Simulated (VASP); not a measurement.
# HfBr (P2_13) in VASP: single point with PBE

Aim: the single point of HfBr with PBE.

All numbers are computed with VASP 6.6.1; they aren't measurements. Logs are shortened: lines on timing, memory, paths and dates and some standing lists are left out, and cuts for length are marked.

## Step 1: The cell of the first run

Symmetry: P2_13, No. 198, cubic system. Conventional cell: a = 5.558 Å, b = 5.558 Å, c = 5.558 Å, α = 90.00°, β = 90.00°, γ = 90.00°. Within 3.6 Å of Hf (site symmetry 3) lie 7 Br at 2.69 to 3.19 Å and 6 Hf at 3.44 Å. Within 3.6 Å of Br (site symmetry 3) lie 7 Hf at 2.69 to 3.19 Å and 6 Br at 3.40 Å.

## Step 2: Single point, PBE

The input, INCAR:

```
SYSTEM = HfBr
PREC = Accurate
ENCUT = 520
EDIFF = 1E-6
ISMEAR = 0
SIGMA = 0.1
LREAL = .FALSE.
LASPH = .TRUE.
NELM = 100
ALGO = Normal
ISIF = 2
LWAVE = .FALSE.
LCHARG = .TRUE.
GGA = PE
LELF = .TRUE.
LVHAR = .TRUE.
NBANDS = 44
```

The input, KPOINTS:

```
regular mesh
0
G
  4 4 4
  0 0 0
```

The input, POSCAR:

```
HfBr
1.0
    5.5575139481      0.0000000000      0.0000000000
    0.0000000000      5.5575139481      0.0000000000
    0.0000000000      0.0000000000      5.5575139481
Hf Br
4 4
Direct
    0.1546598063      0.1546598063      0.1546598063
    0.3453401937      0.8453401937      0.6546598063
    0.6546598063      0.3453401937      0.8453401937
    0.8453401937      0.6546598063      0.3453401937
    0.8747224715      0.8747224715      0.8747224715
    0.6252775285      0.1252775285      0.3747224715
    0.3747224715      0.6252775285      0.1252775285
    0.1252775285      0.3747224715      0.6252775285
```

Potentials or basis: VASP PAW PBE potentials, release 64 (Hf_pv, Br).

Run with:

```sh
cat potpaw_PBE.64/Hf_pv/POTCAR potpaw_PBE.64/Br/POTCAR > POTCAR
mpirun -np 1 vasp_std > vasp.out
```

OUTCAR:

```text
SYSTEM = HfBr
   PREC = Accurate
   ENCUT = 520
   EDIFF = 1E-6
   ISMEAR = 0
   LREAL = .FALSE.
   LASPH = .TRUE.
   NELM = 100
   ISIF = 2
   GGA = PE

 ion  position               nearest neighbor table
   1  0.155  0.155  0.155-   5 2.69   6 2.89   7 2.89   8 2.89   8 3.19   7 3.19   6 3.19   4 3.44
                             4 3.44   2 3.44   2 3.44   3 3.44   3 3.44
   2  0.345  0.845  0.655-   6 2.69   5 2.89   7 2.89   8 2.89   5 3.19   8 3.19   7 3.19   3 3.44
                             3 3.44   1 3.44   1 3.44   4 3.44   4 3.44
   3  0.655  0.345  0.845-   7 2.69   6 2.89   5 2.89   8 2.89   5 3.19   6 3.19   8 3.19   2 3.44
                             2 3.44   4 3.44   1 3.44   1 3.44   4 3.44
   4  0.845  0.655  0.345-   8 2.69   6 2.89   7 2.89   5 2.89   7 3.19   5 3.19   6 3.19   1 3.44
                             1 3.44   3 3.44   2 3.44   3 3.44   2 3.44
   5  0.875  0.875  0.875-   1 2.69   2 2.89   3 2.89   4 2.89   4 3.19   3 3.19   2 3.19
   6  0.625  0.125  0.375-   2 2.69   1 2.89   3 2.89   4 2.89   1 3.19   4 3.19   3 3.19
   7  0.375  0.625  0.125-   3 2.69   2 2.89   1 2.89   4 2.89   1 3.19   2 3.19   4 3.19
   8  0.125  0.375  0.625-   4 2.69   2 2.89   3 2.89   1 2.89   3 3.19   1 3.19   2 3.19

  LATTYP: Found a simple cubic cell.
 ALAT       =     5.5575139481

  Lattice vectors:

 A1 = (   5.5575139481,   0.0000000000,   0.0000000000)
 A2 = (   0.0000000000,   5.5575139481,   0.0000000000)
 A3 = (   0.0000000000,   0.0000000000,   5.5575139481)

Analysis of symmetry for initial positions (statically):
=====================================================================
 Subroutine PRICEL returns:
 Original cell was already a primitive cell.

 Routine SETGRP: Setting up the symmetry group for a
 simple cubic supercell.

 Subroutine GETGRP returns: Found 12 space group operations
 (whereof  3 operations were pure point group operations)
 out of a pool of 48 trial point group operations.

The static configuration has the point symmetry C_3 .
 The point group associated with its full space group is T   .

Analysis of symmetry for dynamics (positions and initial velocities):
=====================================================================
 Subroutine PRICEL returns:
 Original cell was already a primitive cell.

 Routine SETGRP: Setting up the symmetry group for a
 simple cubic supercell.

 Subroutine GETGRP returns: Found 12 space group operations
 (whereof  3 operations were pure point group operations)
 out of a pool of 48 trial point group operations.

The dynamic configuration has the point symmetry C_3 .
 The point group associated with its full space group is T   .

 Subroutine INISYM returns: Found 12 space group operations
 (whereof  3 operations are pure point group operations),
 and found     1 'primitive' translations

----------------------------------------------------------------------------------------

                                     Primitive cell

  volume of cell :     171.6492

  direct lattice vectors                    reciprocal lattice vectors
     5.557513948  0.000000000  0.000000000     0.179936570  0.000000000  0.000000000
     0.000000000  5.557513948  0.000000000     0.000000000  0.179936570  0.000000000
     0.000000000  0.000000000  5.557513948     0.000000000  0.000000000  0.179936570

  length of vectors
     5.557513948  5.557513948  5.557513948     0.179936570  0.179936570  0.179936570

  position of ions in fractional coordinates (direct lattice)
     0.154659806  0.154659806  0.154659806
     0.345340194  0.845340194  0.654659806
     0.654659806  0.345340194  0.845340194
     0.845340194  0.654659806  0.345340194
     0.874722472  0.874722472  0.874722472
     0.625277528  0.125277528  0.374722472
     0.374722472  0.625277528  0.125277528
     0.125277528  0.374722472  0.625277528

  ion indices of the primitive-cell ions
   primitive index   ion index
                 1           1
                 2           2
                 3           3
                 4           4
                 5           5
                 6           6
                 7           7
                 8           8

----------------------------------------------------------------------------------------

 KPOINTS: regular mesh

Automatic generation of k-mesh.
 Grid dimensions read from file:
 generate k-points for:    4    4    4

 Generating k-lattice:

  Cartesian coordinates                     Fractional coordinates (reciprocal lattice)
     0.044984143  0.000000000  0.000000000     0.250000000  0.000000000  0.000000000
     0.000000000  0.044984143  0.000000000     0.000000000  0.250000000  0.000000000
     0.000000000  0.000000000  0.044984143     0.000000000  0.000000000  0.250000000

  Length of vectors
     0.044984143  0.044984143  0.044984143

  Shift w.r.t. Gamma in fractional coordinates (k-lattice)
     0.000000000  0.000000000  0.000000000

 Subroutine IBZKPT returns following result:
 ===========================================

 Found     11 irreducible k-points:

 Following reciprocal coordinates:
            Coordinates               Weight
  0.000000  0.000000  0.000000      1.000000
  0.250000  0.000000  0.000000      6.000000
  0.500000  0.000000  0.000000      3.000000
  0.250000  0.250000  0.000000     12.000000
  0.500000  0.250000  0.000000      6.000000
 -0.250000  0.500000  0.000000      6.000000
  0.500000  0.500000  0.000000      3.000000
  0.250000  0.250000  0.250000      8.000000
  0.500000  0.250000  0.250000     12.000000
  0.500000  0.500000  0.250000      6.000000
  0.500000  0.500000  0.500000      1.000000
   k-points           NKPTS =     11   k-points in BZ     NKDIM =     11   number of bands    NBANDS=     44
   number of dos      NEDOS =    301   number of ions     NIONS =      8
   total plane-waves  NPLWV =  74088
   dimension x,y,z NGX =    42 NGY =   42 NGZ =   42
   dimension x,y,z NGXF=    84 NGYF=   84 NGZF=   84
   ions per type =               4   4
   NGX,Y,Z   is equivalent  to a cutoff of  12.56, 12.56, 12.56 a.u.
   NGXF,Y,Z  is equivalent  to a cutoff of  25.13, 25.13, 25.13 a.u.
 SYSTEM =  HfBr
   PREC   = accura    normal or accurate (medium, high low for compatibility)
   ISTART =      0    job   : 0-new  1-cont  2-samecut
   ICHARG =      2    charge: 1-file 2-atom 10-const
   ISPIN  =      1    spin polarized calculation?
   LNONCOLLINEAR =      F non collinear calculations
   LSORBIT =      F    spin-orbit coupling
   LASPH  =      T    aspherical Exc in radial PAW
   ENCUT  =  520.0 eV  38.22 Ry    6.18 a.u.  10.33 10.33 10.33*2*pi/ulx,y,z
   NELM   =    100;   NELMIN=  2; NELMDL= -5     # of ELM steps
   EDIFF  = 0.1E-05   stopping-criterion for ELM
   LREAL  =      F    real-space projection
   EDIFFG = 0.1E-04   stopping-criterion for IOM
   NSW    =      0    number of steps for IOM
   IBRION =     -1    ionic relax: 0-MD 1-quasi-New 2-CG
   NFREE  =      0    steps in history (QN), initial steepest desc. (CG)
   ISIF   =      2    stress and relaxation
   ISYM   =      2    0-nonsym 1-usesym 2-fastsym
   POTIM  = 0.5000    time-step for ionic-motion
   TEBEG  =    0.0;   TEEND  =   0.0 temperature during run
   PSTRESS=    0.0 pullay stress
   NELECT =      68.0000    total number of electrons
   NUPDOWN=      -1.0000    fix difference up-down
   EMIN   =  10.00;   EMAX   =-10.00  energy-range for DOS
   EFERMI =   0.00;   METHOD = LEGACY
   ISMEAR =     0;   SIGMA  =   0.10  broadening in eV -4-tet -1-fermi 0-gaus
   EFERMI_NEDOS =   21; number of points for ismear=-14 and -15
   IALGO  =     38    algorithm
   IMIX   =      4    mixing-type and parameters
     AMIX     =   0.40;   BMIX     =  1.00
     AMIX_MAG =   1.60;   BMIX_MAG =  1.00
  volume/ion in A,a.u.               =      21.46       144.79
  Fermi-wavevector in a.u.,A,eV,Ry     =   1.202349  2.272110 19.669171  1.445643
  Thomas-Fermi vector in A             =   2.338133
   LORBIT       =      0    0 simple, 1 ext, 2 COOP (PROOUT), +10 PAW based schemes
   GGA     = PE    functional components
   LHFCALC =     F    Hartree Fock is set to
   AEXX    =    0.0000 exact exchange contribution
   IVDW    =     0    specifies the selected vdW correction
   LEPSILON=     F    determine dielectric tensor
   LRPA    =     F    only Hartree local field effects (RPA)
 non-spin polarized calculation
 Gauss-broadening in eV      SIGMA  =   0.10
  energy-cutoff  :      520.00
  volume of cell :      171.65
 maximum number of plane-waves:      4680
 NGX is ok and might be reduce to    42
   NGX = 21   NGY = 21   NGZ = 21

 number of electron      68.0000004 magnetization

 Free energy of the ion-electron system (eV)
  ---------------------------------------------------
  ext. energy  EPLUGINS =         0.00000000
  ---------------------------------------------------
  free energy    TOTEN  =       -46.51022881 eV

  energy without entropy =      -46.48980355  energy(sigma->0) =      -46.50001618

 E-fermi :   6.6399     XC(G=0): -10.8796

 val. band max:        6.6161403644   @ k =   0.2500   0.2500   0.2500
 cond. band min:       6.6909626602   @ k =   0.2500   0.2500   0.0000
 fundamental gap:      0.0748222958
 Fermi energy:         6.6398922584

 k-point     1 :       0.0000    0.0000    0.0000
  band No.  band energies     occupation
      1     -25.2662      2.00000
      2     -25.2662      2.00000
      3     -25.2662      2.00000
      4     -25.1413      2.00000
      5     -25.0098      2.00000
      6     -25.0098      2.00000
[... 36 lines left out ...]
     43       8.8821      0.00000
     44       9.2398      0.00000

 k-point     2 :       0.2500    0.0000    0.0000
  band No.  band energies     occupation
      1     -25.2847      2.00000
      2     -25.2723      2.00000
      3     -25.2305      2.00000
      4     -25.1546      2.00000
      5     -25.0357      2.00000
      6     -25.0224      2.00000
[... 415 lines left out ...]
 k-point    11 :       0.5000    0.5000    0.5000
  band No.  band energies     occupation
      1     -25.2457      2.00000
      2     -25.2457      2.00000
      3     -25.2457      2.00000
      4     -25.2457      2.00000
      5     -24.9941      2.00000
      6     -24.9941      2.00000
[... 36 lines left out ...]
     43       8.7369      0.00000
     44       8.7370      0.00000

------------------------ aborting loop because EDIFF is reached ----------------------------------------

  FORCE on cell =-STRESS in cart. coord.  units (eV):
  Direction    XX          YY          ZZ          XY          YZ          ZX
  --------------------------------------------------------------------------------------
  -------------------------------------------------------------------------------------
  Total       -0.3109886     -0.3109886     -0.3109886     -0.0000000      0.0000000      0.0000000
  in kB       -2.9027747     -2.9027747     -2.9027747     -0.0000000      0.0000000      0.0000000
  external PRESSURE =      -2.9027747 kB  Pullay stress =       0.0000000 kB

 VOLUME and BASIS-vectors are now :
 -----------------------------------------------------------------------------
  energy-cutoff  :      520.00
  volume of cell :      171.65
      direct lattice vectors                 reciprocal lattice vectors
     5.557513948  0.000000000  0.000000000     0.179936570  0.000000000  0.000000000
     0.000000000  5.557513948  0.000000000     0.000000000  0.179936570  0.000000000
     0.000000000  0.000000000  5.557513948     0.000000000  0.000000000  0.179936570

 POSITION                                       TOTAL-FORCE (eV/Angst)
 -----------------------------------------------------------------------------------
      0.85952      0.85952      0.85952         0.014926      0.014926      0.014926
      1.91923      4.69799      3.63828        -0.014926     -0.014926      0.014926
      3.63828      1.91923      4.69799         0.014926     -0.014926     -0.014926
      4.69799      3.63828      1.91923        -0.014926      0.014926     -0.014926
      4.86128      4.86128      4.86128         0.011492      0.011492      0.011492
      3.47499      0.69623      2.08253        -0.011492     -0.011492      0.011492
      2.08253      3.47499      0.69623         0.011492     -0.011492     -0.011492
      0.69623      2.08253      3.47499        -0.011492      0.011492     -0.011492
 -----------------------------------------------------------------------------------
    total drift:                               -0.000000      0.000000     -0.000000

  FREE ENERGIE OF THE ION-ELECTRON SYSTEM (eV)
  ---------------------------------------------------
  free  energy   TOTEN  =       -46.5102288067 eV

  energy  without entropy=      -46.4898035462  energy(sigma->0) =      -46.50001618
```

It took 44 s on 1 thread of Intel Xeon 6975P-C (Granite Rapids), shared host; peak memory 0.29 GiB.

Results:

| Property | Result |
| --- | --- |
| Free energy | -46.5102 eV |
| Pressure | -0.3 GPa |
| Largest force | 0.026 eV/Å |
| Band gap on the k mesh | zero (band 34 reaches 6.79 eV, above the bottom of band 35 at 6.44 eV) |

Forces in eV/Å, atoms in the order of the input:
```
Hf   0.015  0.015  0.015
Hf  -0.015 -0.015  0.015
Hf   0.015 -0.015 -0.015
Hf  -0.015  0.015 -0.015
Br   0.011  0.011  0.011
Br  -0.011 -0.011  0.011
Br   0.011 -0.011 -0.011
Br  -0.011  0.011 -0.011
```

Caveat: spin-orbit coupling is left out, which moves the levels of the heavy elements.
